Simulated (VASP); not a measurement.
YHf3: single point with PBE

The system is YHf3.

```
CELL_PARAMETERS angstrom
4.59186 0.00000 0.00000
0.00000 4.59186 0.00000
0.00000 0.00000 4.59186
ATOMIC_POSITIONS crystal
Y 0.00000 0.00000 0.00000
Hf 0.00000 0.50000 0.50000
Hf 0.50000 0.00000 0.50000
Hf 0.50000 0.50000 0.00000
```

```yaml
Program: VASP 6.6.1
Task: single point
Functional: PBE
Potentials_or_basis: VASP PAW PBE potentials, release 64 (Y_sv, Hf_pv)
Cutoff: 520 eV
k_mesh: 4 × 4 × 4
Occupations: gaussian, width 0.1 eV
Spin: no spin polarisation
Dipole_correction: no
Further_INCAR_settings: ALGO = Fast; EDIFF = 1e-06; NBANDS = 28
```

```json
{
 "Pressure": "-0.2 GPa"
}
```

Levels at points of the mesh, in eV from the Fermi level:
```csv
k point,band 18,band 19,band 20,band 21,band 22,band 23
"(0.00, 0.00, 0.00)",-1.75,-1.75,-1.75,1.57,1.57,1.57
"(0.50, 0.00, 0.00)",-0.60,-0.27,-0.15,-0.15,-0.13,-0.13
"(0.50, 0.50, 0.00)",-0.33,-0.07,-0.07,0.03,0.03,0.07
"(0.50, 0.50, 0.50)",0.42,0.85,0.85,0.85,1.08,1.08
```

Wall time 59 s on 1 thread of AMD EPYC 7R13 Processor (Zen 3) (shared host), peak memory 0.19 GiB.

Caveat: spin-orbit coupling is left out, which moves the levels of the heavy elements.
